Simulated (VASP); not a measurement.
A run of VASP 6.6.1 is set up as follows.

Contents of INCAR:

```
ALGO = Normal ; DIPOL = 0.5 0.5 0.293
EDIFF = 1E-6 ; ENCUT = 520
GGA = PE ; IDIPOL = 3
ISIF = 2 ; ISMEAR = 0
LASPH = T ; LCHARG = T
LDIPOL = T ; LELF = T
LREAL = F ; LVACPOTAV = T
LVHAR = T ; LWAVE = F
NBANDS = 36 ; NELM = 60
PREC = Accurate ; SIGMA = 0.1
```

The input KPOINTS:

```
k-points
0
Gamma
  5 5 1
```

Contents of POSCAR:

```
Al6N
1.0
    5.7143028096      0.0000000000      0.0000000000
    0.0000000000      5.7143028096      0.0000000000
    0.0000000000      0.0000000000     22.1750227687
Al N
12 2
Direct
    0.2500000000      0.2500000000      0.1803831293
    0.2500000000      0.7500000000      0.1803831293
    0.7500000000      0.2500000000      0.1803831293
    0.7500000000      0.7500000000      0.1803831293
    0.0000000000      0.0000000000      0.2744094920
    0.0000000000      0.5000000000      0.2744094920
    0.5000000000      0.0000000000      0.2744094920
    0.5000000000      0.5000000000      0.2744094920
    0.2500000000      0.2500000000      0.3686590473
    0.2500000000      0.7500000000      0.3686590473
    0.7500000000      0.2500000000      0.3686590473
    0.7500000000      0.7500000000      0.3686590473
    0.3075880756      0.5000000000      0.4047356732
    0.6924119244      0.5000000000      0.4047356732
```

Potentials or basis: VASP PAW PBE potentials, release 64 (Al, N).

Launch:

```console
$ cat potpaw_PBE.64/Al/POTCAR potpaw_PBE.64/N/POTCAR > POTCAR
$ mpirun -np 1 vasp_std > vasp.out
```

(1) Estimate the largest force.

(2) What does it give for the band gap on the k mesh?

## Answers

(1) 4.185 eV/Å.

(2) zero (bands 23 and 24 overlap by 0.58 eV).
